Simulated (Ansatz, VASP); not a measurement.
## MoRu5 in VASP and in Ansatz

```
Mo Ru
1.0
    -0.00007   -0.00012    4.32919
     4.74728    0.00003   -0.00028
     0.00003    8.22668    0.00014
Mo Ru
2 10
Direct
  0.00007 0.00001 0.00005
  0.99993 0.50012 0.49997
  0.99997 0.00007 0.33330
  0.00001 0.50003 0.83325
  0.00010 0.49996 0.16672
  0.99987 0.00008 0.66679
  0.49989 0.33077 0.33085
  0.50008 0.83076 0.83087
  0.49989 0.83832 0.49998
  0.50020 0.33837 0.99998
  0.50012 0.83072 0.16917
  0.49988 0.33080 0.66908
```

Change from the starting cell: cell x2, atoms moved at random (sigma 0.1 Å) and cell strained at random (1.5 %), then relaxed without symmetry.

Alike in both runs: functional PBE; k mesh 6 × 6 × 4; occupations gaussian, width 0.2 eV; no spin polarisation.

Ansatz relaxed the structure, and its values are those at the end. VASP's run is a single point on that final structure, the one shown.

|  | VASP | Ansatz |
| --- | --- | --- |
| version | VASP 6.6.1 | Ansatz 0.2.0 |
| potentials or method | VASP PAW PBE potentials, release 64 (Mo_sv, Ru_pv), cutoff 520 eV | scalar-relativistic, plane waves, PAW |
| valence electrons in the cell | 168 | 188 |

|  | VASP | Ansatz | Ansatz less VASP |
| --- | --- | --- | --- |
| gap on the k mesh at the Fermi level (eV) | none | none | - |
| pressure (GPa) | 0.0 | 0.0 | -0.04 |
| rms of the force components (eV/Å) | 0.008 | 0.005 | -0.0025 |

A gap of «none» marks a metal or a gap that the smearing closes. VASP's potentials hold 168 valence electrons a cell and Ansatz's 188, so a difference there can come from the potentials and not from the codes.
